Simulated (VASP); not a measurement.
Here is a VASP 6.6.1 calculation.

Contents of INCAR:

```
ALGO = Normal
EDIFF = 1E-7
ENCUT = 520
GGA = PE
ISIF = 2
ISMEAR = -1
ISPIN = 2
LASPH = True
LCHARG = False
LDAU = True
LDAUJ = 0 0
LDAUL = 2 -1
LDAUPRINT = 1
LDAUTYPE = 2
LDAUU = 3.9 0
LMAXMIX = 4
LORBIT = 11
LREAL = False
LWAVE = False
MAGMOM = 3 0
NBANDS = 20
NELM = 150
NUPDOWN = 3.0
PREC = Accurate
SIGMA = 0.05
```

KPOINTS

```
k-points
0
Gamma
  7 7 7
```

POSCAR

```
MnS
1.0
    0.0000000000      2.6118000000      2.6118000000
    2.6118000000      0.0000000000      2.6118000000
    2.6118000000      2.6118000000      0.0000000000
Mn S
1 1
Direct
    0.0000000000      0.0000000000      0.0000000000
    0.5000000000      0.5000000000      0.5000000000
```

Potentials or basis: VASP PAW PBE potentials, release 64 (Mn_pv, S).

Launch:

```console
$ cat potpaw_PBE.64/Mn_pv/POTCAR potpaw_PBE.64/S/POTCAR > POTCAR
$ mpirun -np 1 vasp_std > vasp.out
```

**Question.** Estimate the pressure.

**Answer.** -13.8 GPa.

Eigenvalues of the final occupation matrices:
| site | spin | trace | eigenvalues |
| --- | --- | --- | --- |
| site 1 d | 1 | 4.19 | 0.71 0.71 0.92 0.92 0.92 |
| site 1 d | 2 | 0.87 | 0.14 0.14 0.14 0.23 0.23 |

Caveat: the cell stands under tension; the total moment is fixed, so each spin has its own Fermi level and the state may be an excited one; a cell with one magnetic atom can't hold antiferromagnetic order, which such compounds often take. The state reached can hang on the start; a lower one may exist.
